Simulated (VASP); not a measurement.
Wanted: the native input for a VASP 6.6.1 run.

| Property | Result |
| --- | --- |
| Task | single point |
| Functional | r2SCAN |
| Potentials or basis | VASP PAW PBE potentials, release 64 (Sc_sv, Al) |
| Cutoff | 520 eV |
| k mesh | 8 × 8 × 8 |
| Occupations | gaussian, width 0.1 eV |
| Spin | no spin polarisation |
| Dipole correction | no |
| Further INCAR settings | ALGO = Normal; EDIFF = 1e-07; NBANDS = 26 |

The system is ScAl2.

```
CELL_PARAMETERS angstrom
0.00000 3.79203 3.79203
3.79203 0.00000 3.79203
3.79203 3.79203 0.00000
ATOMIC_POSITIONS crystal
Sc 0.50000 0.50000 0.50000
Sc 0.75000 0.75000 0.75000
Al 0.12500 0.12500 0.12500
Al 0.62500 0.12500 0.12500
Al 0.12500 0.62500 0.12500
Al 0.12500 0.12500 0.62500
```

The input as run:

POSCAR

```
ScAl2
1.0
    0.0000000000      3.7920280419      3.7920280419
    3.7920280419      0.0000000000      3.7920280419
    3.7920280419      3.7920280419      0.0000000000
Sc Al
2 4
Direct
    0.5000000000      0.5000000000      0.5000000000
    0.7500000000      0.7500000000      0.7500000000
    0.1250000000      0.1250000000      0.1250000000
    0.6250000000      0.1250000000      0.1250000000
    0.1250000000      0.6250000000      0.1250000000
    0.1250000000      0.1250000000      0.6250000000
```

INCAR.step1

```
  PREC = Accurate
  ENCUT = 520
  ISMEAR = 0
  SIGMA = 0.1
  LREAL = F
  LASPH = T
  NELM = 60
  NBANDS = 26
  GGA = PE
  ALGO = Normal
  EDIFF = 1E-4
  LWAVE = T
  LCHARG = F
```

INCAR.step2

```
  PREC = Accurate
  ENCUT = 520
  EDIFF = 1E-7
  ISMEAR = 0
  SIGMA = 0.1
  LREAL = F
  LASPH = T
  NELM = 60
  ALGO = Normal
  ISIF = 2
  LWAVE = F
  LCHARG = F
  METAGGA = R2SCAN
  LMIXTAU = T
  NBANDS = 26
  ISTART = 1
```

KPOINTS

```
regular mesh
0
Gamma
  8 8 8
```

Potentials or basis: VASP PAW PBE potentials, release 64 (Sc_sv, Al).

The run is started by

```bash
$ cat potpaw_PBE.64/Sc_sv/POTCAR potpaw_PBE.64/Al/POTCAR > POTCAR
$ cp INCAR.step1 INCAR
$ mpirun -np 1 vasp_std > vasp.out
$ cp INCAR.step2 INCAR
$ mpirun -np 1 vasp_std > vasp.out
```

It gave:

```yaml
Pressure: -1.0 GPa
Band_gap_on_the_k_mesh: zero (band 17 reaches 7.23 eV, above the bottom of band 18 at 4.65 eV)
```

Caveat: the PAW data sets were made with another functional, which shifts forces and pressure a little.

Run time: 3.7 min on 1 thread of Intel(R) Xeon(R) Platinum 8488C (Sapphire Rapids), on a shared host, peak memory 0.29 GiB.
